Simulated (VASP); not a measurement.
Al2Pd, 3 atoms in the cell. The structure is cubic, space group Fm-3m (No. 225). The conventional cell has a = 5.899 Å, b = 5.899 Å, c = 5.899 Å, α = 90.00°, β = 90.00°, γ = 90.00°. Within 3.4 Å of Al (site symmetry -43m) lie 4 Pd at 2.55 Å and 6 Al at 2.95 Å. Within 3.4 Å of Pd (site symmetry m-3m) lie 8 Al at 2.55 Å. 

- Program: VASP 6.6.1
- Task: single point
- Functional: LDA
- Potentials or basis: VASP PAW LDA potentials, release 64 (Al, Pd)
- Cutoff: 500 eV
- k mesh: 8 × 8 × 8
- Occupations: methfessel-paxton, width 0.1 eV
- Spin: no spin polarisation
- Dipole correction: no
- Further INCAR settings: ALGO = Normal; EDIFF = 1e-06; NBANDS = 15

Potentials or basis: VASP PAW LDA potentials, release 64 (Al, Pd).

Run with:

```bash
$ cat potpaw_LDA.64/Al/POTCAR potpaw_LDA.64/Pd/POTCAR > POTCAR
$ mpirun -np 1 vasp_std > vasp.out
```

Hardware: 1 thread of Intel Xeon 8259CL (shared host).

**Question.** How long does it take, and how much memory?

**Answer.** Run time: 40 s on 1 thread of Intel Xeon 8259CL (shared host), peak memory 0.16 GiB. Counts: scf iterations 12, k points 29.
